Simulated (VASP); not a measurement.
Runs of VASP 6.6.1 on Na2BrF. The structure is that of space group R-3m (No. 166), or close to it. The cells are those of the table. 

```csv
level,cell,k mesh,gap on the mesh (eV),pressure (GPa),largest force (eV/Å)
PBE,"a = 6.725 Å, angles 33.3°, 4 atoms",6 × 6 × 6,(a),(d),0.04
PBE,"a = 6.659 Å, angles 33.3°, 4 atoms",6 × 6 × 6,3.09,-0.1,-
r2SCAN,"a = 6.629 Å, angles 33.6°, 4 atoms",6 × 6 × 6,3.72,-1.9,0.08
r2SCAN,"a = 6.566 Å, angles 33.6°, 4 atoms",6 × 6 × 6,3.77,-1.2,0.05
PBE,"a = 6.592 Å, angles 33.3°, 4 atoms",6 × 6 × 6,3.14,(c),(b)
r2SCAN,"a = 6.502 Å, angles 33.6°, 4 atoms",8 × 8 × 8,3.83,-0.3,0.02
PBE,"a = 6.789 Å, angles 33.3°, 4 atoms",6 × 6 × 6,3.00,-1.5,0.06
r2SCAN,"a = 6.502 Å, angles 33.6°, 4 atoms",6 × 6 × 6,3.83,-0.3,0.02
```

Alike in all rows: task single point; potentials or basis VASP PAW PBE potentials, release 64 (F, Br, Na_pv); no spin polarisation; cutoff (eV) 520; smearing gaussian 0.01 eV.

Task: Estimate the missing entries.

Result: (a) 3.04; (b) 0.03; (c) 0.9; (d) -0.8.

Caveats: the PAW data sets were made with another functional, which shifts forces and pressure a little (some runs).

A k mesh can miss the band edges, and the runs leave out spin-orbit coupling on Br.
